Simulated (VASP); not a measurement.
# Si (Fd-3m) in VASP: a series of runs

The runs below take Si through single point, with PBE.

Program: VASP 6.6.1. These are calculated values, not measurements. Logs are shortened: lines on timing, memory, paths and dates and some standing lists are left out, and cuts for length are marked.

### Step 1. The cell of the first run

Symmetry: Fd-3m, No. 227, cubic system. Conventional cell: a = 5.470 Å, b = 5.470 Å, c = 5.470 Å, α = 90.00°, β = 90.00°, γ = 90.00°. Si (site symmetry -43m) has 4 Si at 2.37 Å within 3.1 Å.

### Step 2. Single point, PBE

Contents of INCAR:

```
PREC = Accurate ; ENCUT = 500
EDIFF = 1E-6 ; ISMEAR = 0
SIGMA = 0.02 ; LREAL = F
LASPH = T ; NELM = 120
ALGO = Normal ; ISIF = 2
LWAVE = F ; LCHARG = F
GGA = PE ; NBANDS = 11
GGA_COMPAT = F
```

Contents of KPOINTS:

```
regular mesh
0
Gamma
  8 8 8
```

Contents of POSCAR:

```
Si
1.0
    0.0000000000      2.7349661885      2.7349661885
    2.7349661885      0.0000000000      2.7349661885
    2.7349661885      2.7349661885      0.0000000000
Si
2
Direct
    0.0000000000      0.0000000000      0.0000000000
    0.2500000000      0.2500000000      0.2500000000
```

Potentials or basis: VASP PAW PBE potentials, release 64 (Si).

Command:

```sh
$ cat potpaw_PBE.64/Si/POTCAR > POTCAR
$ mpirun -np 1 vasp_std > vasp.out
```

OUTCAR:

```text
PREC = Accurate
   ENCUT = 500
   EDIFF = 1E-6
   ISMEAR = 0
   LREAL = F
   LASPH = T
   NELM = 120
   ISIF = 2
   GGA = PE

 ion  position               nearest neighbor table
   1  0.000  0.000  0.000-   2 2.37   2 2.37   2 2.37   2 2.37
   2  0.250  0.250  0.250-   1 2.37   1 2.37   1 2.37   1 2.37

  LATTYP: Found a face centered cubic cell.
 ALAT       =     5.4699323770

  Lattice vectors:

 A1 = (   0.0000000000,   2.7349661885,   2.7349661885)
 A2 = (   2.7349661885,   0.0000000000,   2.7349661885)
 A3 = (   2.7349661885,   2.7349661885,   0.0000000000)

Analysis of symmetry for initial positions (statically):
=====================================================================
 Subroutine PRICEL returns:
 Original cell was already a primitive cell.

 Routine SETGRP: Setting up the symmetry group for a
 face centered cubic supercell.

 Subroutine GETGRP returns: Found 48 space group operations
 (whereof 24 operations were pure point group operations)
 out of a pool of 48 trial point group operations.

The static configuration has the point symmetry T_d .
 The point group associated with its full space group is O_h .

Analysis of symmetry for dynamics (positions and initial velocities):
=====================================================================
 Subroutine PRICEL returns:
 Original cell was already a primitive cell.

 Routine SETGRP: Setting up the symmetry group for a
 face centered cubic supercell.

 Subroutine GETGRP returns: Found 48 space group operations
 (whereof 24 operations were pure point group operations)
 out of a pool of 48 trial point group operations.

The dynamic configuration has the point symmetry T_d .
 The point group associated with its full space group is O_h .

 Subroutine INISYM returns: Found 48 space group operations
 (whereof 24 operations are pure point group operations),
 and found     1 'primitive' translations

----------------------------------------------------------------------------------------

                                     Primitive cell

  volume of cell :      40.9153

  direct lattice vectors                    reciprocal lattice vectors
     0.000000000  2.734966189  2.734966189    -0.182817617  0.182817617  0.182817617
     2.734966189  0.000000000  2.734966189     0.182817617 -0.182817617  0.182817617
     2.734966189  2.734966189  0.000000000     0.182817617  0.182817617 -0.182817617

  length of vectors
     3.867826276  3.867826276  3.867826276     0.316649400  0.316649400  0.316649400

  position of ions in fractional coordinates (direct lattice)
     0.000000000  0.000000000  0.000000000
     0.250000000  0.250000000  0.250000000

  ion indices of the primitive-cell ions
   primitive index   ion index
                 1           1
                 2           2

----------------------------------------------------------------------------------------

 KPOINTS: regular mesh

Automatic generation of k-mesh.
 Grid dimensions read from file:
 generate k-points for:    8    8    8

 Generating k-lattice:

  Cartesian coordinates                     Fractional coordinates (reciprocal lattice)
    -0.022852202  0.022852202  0.022852202     0.125000000  0.000000000  0.000000000
     0.022852202 -0.022852202  0.022852202     0.000000000  0.125000000  0.000000000
     0.022852202  0.022852202 -0.022852202     0.000000000  0.000000000  0.125000000

  Length of vectors
     0.039581175  0.039581175  0.039581175

  Shift w.r.t. Gamma in fractional coordinates (k-lattice)
     0.000000000  0.000000000  0.000000000

 Subroutine IBZKPT returns following result:
 ===========================================

 Found     29 irreducible k-points:

 Following reciprocal coordinates:
            Coordinates               Weight
  0.000000  0.000000  0.000000      1.000000
  0.125000  0.000000  0.000000      8.000000
  0.250000  0.000000  0.000000      8.000000
  0.375000  0.000000  0.000000      8.000000
  0.500000  0.000000  0.000000      4.000000
  0.125000  0.125000  0.000000      6.000000
[... 16 lines left out ...]
  0.500000  0.250000  0.125000     48.000000
 -0.375000  0.250000  0.125000     24.000000
 [... further k-points ...]
   k-points           NKPTS =     29   k-points in BZ     NKDIM =     29   number of bands    NBANDS=     11
   number of dos      NEDOS =    301   number of ions     NIONS =      2
   total plane-waves  NPLWV =  21952
   dimension x,y,z NGX =    28 NGY =   28 NGZ =   28
   dimension x,y,z NGXF=    56 NGYF=   56 NGZF=   56
   ions per type =               2
   NGX,Y,Z   is equivalent  to a cutoff of  12.03, 12.03, 12.03 a.u.
   NGXF,Y,Z  is equivalent  to a cutoff of  24.07, 24.07, 24.07 a.u.
 SYSTEM =  unknown system
   PREC   = accura    normal or accurate (medium, high low for compatibility)
   ISTART =      0    job   : 0-new  1-cont  2-samecut
   ICHARG =      2    charge: 1-file 2-atom 10-const
   ISPIN  =      1    spin polarized calculation?
   LNONCOLLINEAR =      F non collinear calculations
   LSORBIT =      F    spin-orbit coupling
   LASPH  =      T    aspherical Exc in radial PAW
   ENCUT  =  500.0 eV  36.75 Ry    6.06 a.u.   7.05  7.05  7.05*2*pi/ulx,y,z
   NELM   =    120;   NELMIN=  2; NELMDL= -5     # of ELM steps
   EDIFF  = 0.1E-05   stopping-criterion for ELM
   LREAL  =      F    real-space projection
   EDIFFG = 0.1E-04   stopping-criterion for IOM
   NSW    =      0    number of steps for IOM
   IBRION =     -1    ionic relax: 0-MD 1-quasi-New 2-CG
   NFREE  =      0    steps in history (QN), initial steepest desc. (CG)
   ISIF   =      2    stress and relaxation
   ISYM   =      2    0-nonsym 1-usesym 2-fastsym
   POTIM  = 0.5000    time-step for ionic-motion
   TEBEG  =    0.0;   TEEND  =   0.0 temperature during run
   PSTRESS=    0.0 pullay stress
   NELECT =       8.0000    total number of electrons
   NUPDOWN=      -1.0000    fix difference up-down
   EMIN   =  10.00;   EMAX   =-10.00  energy-range for DOS
   EFERMI =   0.00;   METHOD = LEGACY
   ISMEAR =     0;   SIGMA  =   0.02  broadening in eV -4-tet -1-fermi 0-gaus
   EFERMI_NEDOS =   21; number of points for ismear=-14 and -15
   IALGO  =     38    algorithm
   IMIX   =      4    mixing-type and parameters
     AMIX     =   0.40;   BMIX     =  1.00
     AMIX_MAG =   1.60;   BMIX_MAG =  1.00
  volume/ion in A,a.u.               =      20.46       138.06
  Fermi-wavevector in a.u.,A,eV,Ry     =   0.950188  1.795595 12.284118  0.902857
  Thomas-Fermi vector in A             =   2.078541
   LORBIT       =      0    0 simple, 1 ext, 2 COOP (PROOUT), +10 PAW based schemes
   GGA     = PE    functional components
   LHFCALC =     F    Hartree Fock is set to
   AEXX    =    0.0000 exact exchange contribution
   IVDW    =     0    specifies the selected vdW correction
   LEPSILON=     F    determine dielectric tensor
   LRPA    =     F    only Hartree local field effects (RPA)
 non-spin polarized calculation
 Gauss-broadening in eV      SIGMA  =   0.02
  energy-cutoff  :      500.00
  volume of cell :       40.92
 maximum number of plane-waves:      1056
   NGX = 15   NGY = 15   NGZ = 15

 number of electron       8.0000000 magnetization

 Free energy of the ion-electron system (eV)
  ---------------------------------------------------
  ext. energy  EPLUGINS =         0.00000000
  ---------------------------------------------------
  free energy    TOTEN  =       -10.84606451 eV

  energy without entropy =      -10.84606451  energy(sigma->0) =      -10.84606451

 E-fermi :   5.7215     XC(G=0):  -9.3240

 val. band max:        5.6107765573   @ k =   0.0000   0.0000   0.0000
 cond. band min:       6.2618096658   @ k =   0.3750   0.3750   0.0000
 fundamental gap:      0.6510331085
 Fermi energy:         5.7215000473

 k-point     1 :       0.0000    0.0000    0.0000
  band No.  band energies     occupation
      1      -6.1997      2.00000
      2       5.6108      2.00000
      3       5.6108      2.00000
      4       5.6108      2.00000
      5       8.1669      0.00000
      6       8.1669      0.00000
      7       8.1669      0.00000
      8       8.7372      0.00000
      9      13.3190      0.00000
     10      13.3190      0.00000
     11      13.4853      0.00000

 k-point     2 :       0.1250    0.0000    0.0000
  band No.  band energies     occupation
      1      -5.9993      2.00000
      2       4.0201      2.00000
      3       5.3285      2.00000
      4       5.3285      2.00000
      5       8.0516      0.00000
      6       8.5822      0.00000
      7       8.5822      0.00000
      8      10.1379      0.00000
      9      12.8464      0.00000
     10      12.8464      0.00000
     11      14.2607      0.00000

 k-point     3 :       0.2500    0.0000    0.0000
  band No.  band energies     occupation
      1      -5.4152      2.00000
      2       1.7256      2.00000
      3       4.8661      2.00000
      4       4.8661      2.00000
      5       7.5677      0.00000
      6       9.1000      0.00000
      7       9.1000      0.00000
      8      12.3565      0.00000
      9      12.7972      0.00000
     10      12.7972      0.00000
     11      14.5380      0.00000

 k-point     4 :       0.3750    0.0000    0.0000
  band No.  band energies     occupation
      1      -4.5413      2.00000
      2      -0.2577      2.00000
      3       4.5435      2.00000
      4       4.5435      2.00000
      5       7.2031      0.00000
      6       9.0635      0.00000
      7       9.0635      0.00000
      8      13.4464      0.00000
      9      14.1483      0.00000
     10      14.1483      0.00000
     11      15.1174      0.00000

 k-point     5 :       0.5000    0.0000    0.0000
  band No.  band energies     occupation
      1      -3.9225      2.00000
      2      -1.2550      2.00000
      3       4.4329      2.00000
      4       4.4329      2.00000
      5       7.0749      0.00000
      6       8.9600      0.00000
      7       8.9600      0.00000
      8      13.3114      0.00000
      9      16.1039      0.00000
     10      16.1039      0.00000
     11      16.7882      0.00000
[... 211 lines left out ...]
 k-point    21 :       0.5000    0.5000    0.0000
  band No.  band energies     occupation
      1      -2.1335      2.00000
      2      -2.1335      2.00000
      3       2.8182      2.00000
      4       2.8182      2.00000
      5       6.3631      0.00000
      6       6.3631      0.00000
      7      15.5415      0.00000
      8      15.5415      0.00000
      9      16.5157      0.00000
     10      16.5157      0.00000
     11      18.0508      0.00000

 k-point    22 :       0.3750    0.2500    0.1250
  band No.  band energies     occupation
      1      -4.8955      2.00000
      2       1.3432      2.00000
      3       2.9603      2.00000
      4       4.2114      2.00000
      5       8.0535      0.00000
      6       9.4354      0.00000
      7       9.8138      0.00000
      8      11.0497      0.00000
      9      13.3214      0.00000
     10      15.7119      0.00000
     11      16.5716      0.00000

 k-point    23 :       0.5000    0.2500    0.1250
  band No.  band energies     occupation
      1      -4.0266      2.00000
      2      -0.1755      2.00000
      3       2.3565      2.00000
      4       3.7243      2.00000
      5       8.4745      0.00000
      6       9.1397      0.00000
      7      10.5871      0.00000
      8      11.4874      0.00000
      9      14.5389      0.00000
     10      15.2344      0.00000
     11      17.5103      0.00000

 k-point    24 :      -0.3750    0.2500    0.1250
  band No.  band energies     occupation
      1      -3.3929      2.00000
      2      -1.0943      2.00000
      3       2.2250      2.00000
      4       3.5015      2.00000
      5       8.6331      0.00000
      6       8.7573      0.00000
      7      11.4557      0.00000
      8      12.6754      0.00000
      9      12.9153      0.00000
     10      16.1164      0.00000
     11      17.1598      0.00000

 [... further k-points ...]
[... 5 lines left out ...]
  --------------------------------------------------------------------------------------
  -------------------------------------------------------------------------------------
  Total       -0.0145982     -0.0145982     -0.0145982      0.0000000     -0.0000000      0.0000000
  in kB       -0.5716402     -0.5716402     -0.5716402      0.0000000     -0.0000000      0.0000000
  external PRESSURE =      -0.5716402 kB  Pullay stress =       0.0000000 kB

 VOLUME and BASIS-vectors are now :
 -----------------------------------------------------------------------------
  energy-cutoff  :      500.00
  volume of cell :       40.92
      direct lattice vectors                 reciprocal lattice vectors
     0.000000000  2.734966189  2.734966189    -0.182817617  0.182817617  0.182817617
     2.734966189  0.000000000  2.734966189     0.182817617 -0.182817617  0.182817617
     2.734966189  2.734966189  0.000000000     0.182817617  0.182817617 -0.182817617

 POSITION                                       TOTAL-FORCE (eV/Angst)
 -----------------------------------------------------------------------------------
      0.00000      0.00000      0.00000         0.000000      0.000000      0.000000
      1.36748      1.36748      1.36748        -0.000000     -0.000000     -0.000000
 -----------------------------------------------------------------------------------
    total drift:                                0.000000      0.000000     -0.000000

  FREE ENERGIE OF THE ION-ELECTRON SYSTEM (eV)
  ---------------------------------------------------
  free  energy   TOTEN  =       -10.8460645098 eV

  energy  without entropy=      -10.8460645098  energy(sigma->0) =      -10.84606451
```

It took 14 s on 1 thread of Intel Xeon Platinum 8259CL at 2.50GHz (Skylake/Cascade Lake), shared host; peak memory 0.15 GiB.

Results:

* Free energy: -10.8461 eV
* Pressure: -0.1 GPa
* Band gap on the k mesh: 0.65 eV, indirect (least direct gap 2.56 eV)

Levels at points of the mesh, in eV from the valence-band top:
```tsv
k point	band 1	band 2	band 3	band 4	band 5	band 6	band 7	band 8	band 9
(0.00, 0.00, 0.00)	-11.81	0.00	0.00	0.00	2.56	2.56	2.56	3.13	7.71
(0.50, 0.00, 0.00)	-9.53	-6.87	-1.18	-1.18	1.46	3.35	3.35	7.70	10.49
(0.50, 0.50, 0.00)	-7.74	-7.74	-2.79	-2.79	0.75	0.75	9.93	9.93	10.90
```

### Step 3. Single point, PBE

Contents of INCAR:

```
  ALGO = Normal
  EDIFF = 1E-6
  ENCUT = 500
  GGA = PE
  GGA_COMPAT = F
  ISIF = 2
  ISMEAR = 0
  LASPH = T
  LCHARG = F
  LREAL = F
  LWAVE = F
  NBANDS = 11
  NELM = 120
  PREC = Accurate
  SIGMA = 0.02
```

Contents of KPOINTS:

```
k-points
0
Gamma
  10 10 10
```

POSCAR is that of step 2.

Potentials or basis: VASP PAW PBE potentials, release 64 (Si).

Command:

```sh
$ cat potpaw_PBE.64/Si/POTCAR > POTCAR
$ mpirun -np 1 vasp_std > vasp.out
```

Run time: 16 s. Hardware: 1 thread of Intel Xeon Platinum 8259CL at 2.50GHz (Skylake/Cascade Lake), shared host; peak memory 0.15 GiB.

The run converged. Its results:

| Quantity | Value |
| --- | --- |
| Free energy | -10.8492 eV |
| Pressure | -0.1 GPa |
| Band gap on the k mesh | 0.62 eV, indirect (least direct gap 2.56 eV) |

Levels at points of the mesh, in eV from the valence-band top:
```tsv
k point	band 1	band 2	band 3	band 4	band 5	band 6	band 7	band 8
(0.00, 0.00, 0.00)	-11.81	0.00	0.00	0.00	2.56	2.56	2.56	3.13
(0.50, 0.00, 0.00)	-9.53	-6.87	-1.18	-1.18	1.46	3.35	3.35	7.70
(0.50, 0.50, 0.00)	-7.74	-7.74	-2.79	-2.79	0.75	0.75	9.93	9.93
```

A k mesh can miss the band edges. A hybrid or GW would open this gap; PBE tends to underestimate it.
